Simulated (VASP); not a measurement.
# BAs (F-43m) in VASP: further runs

The runs below take BAs through single point, with PBE+D3(BJ).

Program: VASP 6.6.1. These are calculated values, not measurements. Logs are shortened: lines on timing, memory, paths and dates and some standing lists are left out, and cuts for length are marked.

### 1 The cell of the first run

It takes space group F-43m (No. 216, cubic). The conventional cell has a = 4.738 Å, b = 4.738 Å, c = 4.738 Å, α = 90.00°, β = 90.00°, γ = 90.00°. B (site symmetry -43m) has 4 As at 2.05 Å within 2.7 Å. Within 2.7 Å of As (site symmetry -43m) lie 4 B at 2.05 Å.

### 2 Single point, PBE+D3(BJ) (volume scaled by 0.98)

Contents of INCAR:

```
  PREC = Accurate
  ENCUT = 500
  EDIFF = 1E-6
  ISMEAR = 0
  SIGMA = 0.05
  LREAL = F
  LASPH = T
  NELM = 120
  ALGO = Normal
  ISIF = 2
  LWAVE = F
  LCHARG = F
  GGA = PE
  IVDW = 12
  NBANDS = 11
  GGA_COMPAT = F
```

Contents of KPOINTS:

```
Automatic mesh
0
Gamma
  8 8 8
```

Contents of POSCAR:

```
BAs
1.0
    0.0000000000      2.3691411716      2.3691411716
    2.3691411716      0.0000000000      2.3691411716
    2.3691411716      2.3691411716      0.0000000000
B As
1 1
Direct
    0.0000000000      0.0000000000      0.0000000000
    0.7500000000      0.7500000000      0.7500000000
```

Potentials or basis: VASP PAW PBE potentials, release 64 (B, As).

Run with:

```sh
> cat potpaw_PBE.64/B/POTCAR potpaw_PBE.64/As/POTCAR > POTCAR
> mpirun -np 1 vasp_std > vasp.out
```

OUTCAR:

```text
PREC = Accurate
   ENCUT = 500
   EDIFF = 1E-6
   ISMEAR = 0
   LREAL = F
   LASPH = T
   NELM = 120
   ISIF = 2
   GGA = PE
   IVDW = 12
 IVDW          = 12

 ion  position               nearest neighbor table
   1  0.000  0.000  0.000-   2 2.05   2 2.05   2 2.05   2 2.05
   2  0.750  0.750  0.750-   1 2.05   1 2.05   1 2.05   1 2.05

  LATTYP: Found a face centered cubic cell.
 ALAT       =     4.7382823432

  Lattice vectors:

 A1 = (   0.0000000000,   2.3691411716,   2.3691411716)
 A2 = (   2.3691411716,   0.0000000000,   2.3691411716)
 A3 = (   2.3691411716,   2.3691411716,   0.0000000000)

Analysis of symmetry for initial positions (statically):
=====================================================================
 Subroutine PRICEL returns:
 Original cell was already a primitive cell.

 Routine SETGRP: Setting up the symmetry group for a
 face centered cubic supercell.

 Subroutine GETGRP returns: Found 24 space group operations
 (whereof 24 operations were pure point group operations)
 out of a pool of 48 trial point group operations.

The static configuration has the point symmetry T_d .

Analysis of symmetry for dynamics (positions and initial velocities):
=====================================================================
 Subroutine PRICEL returns:
 Original cell was already a primitive cell.

 Routine SETGRP: Setting up the symmetry group for a
 face centered cubic supercell.

 Subroutine GETGRP returns: Found 24 space group operations
 (whereof 24 operations were pure point group operations)
 out of a pool of 48 trial point group operations.

The dynamic configuration has the point symmetry T_d .

 Subroutine INISYM returns: Found 24 space group operations
 (whereof 24 operations are pure point group operations),
 and found     1 'primitive' translations

----------------------------------------------------------------------------------------

                                     Primitive cell

  volume of cell :      26.5952

  direct lattice vectors                    reciprocal lattice vectors
     0.000000000  2.369141172  2.369141172    -0.211046942  0.211046942  0.211046942
     2.369141172  0.000000000  2.369141172     0.211046942 -0.211046942  0.211046942
     2.369141172  2.369141172  0.000000000     0.211046942  0.211046942 -0.211046942

  length of vectors
     3.350471576  3.350471576  3.350471576     0.365544027  0.365544027  0.365544027

[... 87 lines left out ...]
   ISYM   =      2    0-nonsym 1-usesym 2-fastsym
   POTIM  = 0.5000    time-step for ionic-motion
   TEBEG  =    0.0;   TEEND  =   0.0 temperature during run
   PSTRESS=    0.0 pullay stress
   NELECT =       8.0000    total number of electrons
   NUPDOWN=      -1.0000    fix difference up-down
   EMIN   =  10.00;   EMAX   =-10.00  energy-range for DOS
   EFERMI =   0.00;   METHOD = LEGACY
   ISMEAR =     0;   SIGMA  =   0.05  broadening in eV -4-tet -1-fermi 0-gaus
   EFERMI_NEDOS =   21; number of points for ismear=-14 and -15
   IALGO  =     38    algorithm
   IMIX   =      4    mixing-type and parameters
     AMIX     =   0.40;   BMIX     =  1.00
     AMIX_MAG =   1.60;   BMIX_MAG =  1.00
  volume/ion in A,a.u.               =      13.30        89.74
  Fermi-wavevector in a.u.,A,eV,Ry     =   1.096909  2.072857 16.370654  1.203209
  Thomas-Fermi vector in A             =   2.233259
   LORBIT       =      0    0 simple, 1 ext, 2 COOP (PROOUT), +10 PAW based schemes
   GGA     = PE    functional components
   LHFCALC =     F    Hartree Fock is set to
   AEXX    =    0.0000 exact exchange contribution
   IVDW    =    12    specifies the selected vdW correction
   LEPSILON=     F    determine dielectric tensor
   LRPA    =     F    only Hartree local field effects (RPA)
 non-spin polarized calculation
 Gauss-broadening in eV      SIGMA  =   0.05
  energy-cutoff  :      500.00
  volume of cell :       26.60
 maximum number of plane-waves:       692
   NGX = 13   NGY = 13   NGZ = 13

 number of electron       8.0000001 magnetization

 Free energy of the ion-electron system (eV)
  ---------------------------------------------------
  ext. energy  EPLUGINS =         0.00000000
  ---------------------------------------------------
  free energy    TOTEN  =       -11.38219690 eV

  energy without entropy =      -11.38219690  energy(sigma->0) =      -11.38219690

 E-fermi :   6.6183     XC(G=0): -10.6899

 val. band max:        6.3997025979   @ k =   0.0000   0.0000   0.0000
 cond. band min:       7.5643274466   @ k =   0.3750   0.3750   0.0000
 fundamental gap:      1.1646248487
 Fermi energy:         6.6183489380

 k-point     1 :       0.0000    0.0000    0.0000
  band No.  band energies     occupation
      1      -9.2274      2.00000
      2       6.3997      2.00000
      3       6.3997      2.00000
      4       6.3997      2.00000
      5       9.7068      0.00000
      6       9.7068      0.00000
      7       9.7068      0.00000
      8      11.3994      0.00000
      9      16.1027      0.00000
     10      19.4491      0.00000
     11      19.4491      0.00000
[... 309 lines left out ...]
 k-point    24 :      -0.3750    0.2500    0.1250
  band No.  band energies     occupation
      1      -5.6755      2.00000
      2      -2.0483      2.00000
      3       1.7465      2.00000
      4       3.2438      2.00000
      5      10.4073      0.00000
      6      11.2303      0.00000
      7      13.9927      0.00000
      8      15.5742      0.00000
      9      16.8635      0.00000
     10      20.7482      0.00000
     11      21.8236      0.00000

 [... further k-points ...]

------------------------ aborting loop because EDIFF is reached ----------------------------------------

 Edisp (eV)   -0.67610

 E8    (eV) :    -0.2687

  FORCE on cell =-STRESS in cart. coord.  units (eV):
  Direction    XX          YY          ZZ          XY          YZ          ZX
  --------------------------------------------------------------------------------------
  -------------------------------------------------------------------------------------
  Total       0.51472     0.51472     0.51472     0.00000     0.00000     0.00000
  in kB      31.00848    31.00848    31.00848     0.00000     0.00000     0.00000
  external pressure =       31.01 kB  Pullay stress =        0.00 kB

 VOLUME and BASIS-vectors are now :
 -----------------------------------------------------------------------------
  energy-cutoff  :      500.00
  volume of cell :       26.60
      direct lattice vectors                 reciprocal lattice vectors
     0.000000000  2.369141172  2.369141172    -0.211046942  0.211046942  0.211046942
     2.369141172  0.000000000  2.369141172     0.211046942 -0.211046942  0.211046942
     2.369141172  2.369141172  0.000000000     0.211046942  0.211046942 -0.211046942

 POSITION                                       TOTAL-FORCE (eV/Angst)
 -----------------------------------------------------------------------------------
      0.00000      0.00000      0.00000        -0.000000     -0.000000      0.000000
      3.55371      3.55371      3.55371         0.000000      0.000000     -0.000000
 -----------------------------------------------------------------------------------
    total drift:                               -0.000000     -0.000000     -0.000000

  FREE ENERGIE OF THE ION-ELECTRON SYSTEM (eV)
  ---------------------------------------------------
  free  energy   TOTEN  =       -12.0583007256 eV

  energy  without entropy=      -12.0583007256  energy(sigma->0) =      -12.05830073
```

OSZICAR:

```text
N       E                     dE             d eps       ncg     rms          rms(c)
DAV:   1     0.122258981484E+02    0.12226E+02   -0.37075E+03   638   0.625E+02
DAV:   2    -0.113995144387E+02   -0.23625E+02   -0.22848E+02   840   0.108E+02
DAV:   3    -0.120687767597E+02   -0.66926E+00   -0.66766E+00   802   0.162E+01
DAV:   4    -0.120709205078E+02   -0.21437E-02   -0.21437E-02   704   0.923E-01
DAV:   5    -0.120709235777E+02   -0.30700E-05   -0.30697E-05   769   0.378E-02    0.511E+00
DAV:   6    -0.114546767983E+02    0.61625E+00   -0.16545E+00   686   0.531E+00    0.248E+00
DAV:   7    -0.113888838125E+02    0.65793E-01   -0.21331E-01   737   0.226E+00    0.101E+00
DAV:   8    -0.113817348048E+02    0.71490E-02   -0.20959E-02   707   0.827E-01    0.101E-01
DAV:   9    -0.113820360681E+02   -0.30126E-03   -0.75851E-04   722   0.162E-01    0.618E-02
DAV:  10    -0.113821911163E+02   -0.15505E-03   -0.19090E-04   676   0.845E-02    0.125E-02
DAV:  11    -0.113821968871E+02   -0.57707E-05   -0.52418E-06   782   0.154E-02    0.111E-02
DAV:  12    -0.113821969013E+02   -0.14230E-07   -0.26436E-06   668   0.884E-03
   1 F= -.12058301E+02 E0= -.12058301E+02  d E =-.819297E-12
```

It took 7.8 s on 1 thread of Intel Xeon 8259CL, shared host; peak memory 0.15 GiB.

Results:

| Quantity | Value |
| --- | --- |
| Free energy | -12.0583 eV |
| Pressure | 3.1 GPa |
| Band gap on the k mesh | 1.16 eV, indirect (least direct gap 3.31 eV) |
| Dispersion energy per atom | -0.338 eV |

Levels at points of the mesh, in eV from the valence-band top:
```csv
k point,band 1,band 2,band 3,band 4,band 5,band 6,band 7,band 8
"(0.00, 0.00, 0.00)",-15.63,0.00,0.00,0.00,3.31,3.31,3.31,5.00
"(0.50, 0.00, 0.00)",-12.67,-8.97,-1.86,-1.86,2.84,4.81,4.81,8.91
"(0.50, 0.50, 0.00)",-11.31,-8.67,-4.18,-4.18,1.39,1.42,11.60,11.60
```

Caveat: three body term missing. A k mesh can miss the band edges.

### 3 Single point, PBE+D3(BJ) (volume scaled by 0.96)

Contents of INCAR:

```
SYSTEM = BAs
PREC     = Accurate       ! precision mode
ENCUT    = 500            ! plane-wave cutoff, eV
EDIFF    = 1E-6           ! SCF threshold, eV
ISMEAR   = 0              ! smearing method
SIGMA    = 0.05           ! smearing width, eV
LREAL    = .FALSE.        ! projectors in reciprocal space
LASPH    = .TRUE.         ! aspherical terms in the spheres
NELM     = 120            ! most SCF steps
ALGO     = Normal         ! electronic algorithm
ISIF     = 2              ! what is computed and relaxed
LWAVE    = .FALSE.        ! write WAVECAR
LCHARG   = .FALSE.        ! write CHGCAR
GGA      = PE             ! functional
IVDW     = 12             ! dispersion correction
NBANDS   = 11             ! bands
GGA_COMPAT= .FALSE.
```

Contents of KPOINTS:

```
Automatic mesh
0
G
  8 8 8
  0 0 0
```

Contents of POSCAR:

```
BAs
1.0
    0.0000000000      2.3529136680      2.3529136680
    2.3529136680      0.0000000000      2.3529136680
    2.3529136680      2.3529136680      0.0000000000
B As
1 1
Direct
    0.0000000000      0.0000000000      0.0000000000
    0.7500000000      0.7500000000      0.7500000000
```

Potentials or basis: VASP PAW PBE potentials, release 64 (B, As).

Run with:

```sh
> cat potpaw_PBE.64/B/POTCAR potpaw_PBE.64/As/POTCAR > POTCAR
> mpirun -np 1 vasp_std > vasp.out
```

Wall time 8.3 s (1 thread of Intel Xeon 8259CL, shared host); peak memory 0.15 GiB.

The run converged. Its results:

| Item | Value |
| --- | --- |
| Free energy | -12.0422 eV |
| Pressure | 6.4 GPa |
| Band gap on the k mesh | 1.14 eV, indirect (least direct gap 3.33 eV) |
| Dispersion energy per atom | -0.345 eV |

Levels at points of the mesh, in eV from the valence-band top:
```tsv
k point	band 1	band 2	band 3	band 4	band 5	band 6	band 7	band 8
(0.00, 0.00, 0.00)	-15.82	0.00	0.00	0.00	3.33	3.33	3.33	5.27
(0.50, 0.00, 0.00)	-12.78	-9.13	-1.90	-1.90	2.96	4.83	4.83	8.95
(0.50, 0.50, 0.00)	-11.39	-8.79	-4.27	-4.27	1.37	1.40	11.80	11.80
```

Caveat: three body term missing. A k mesh can miss the band edges.
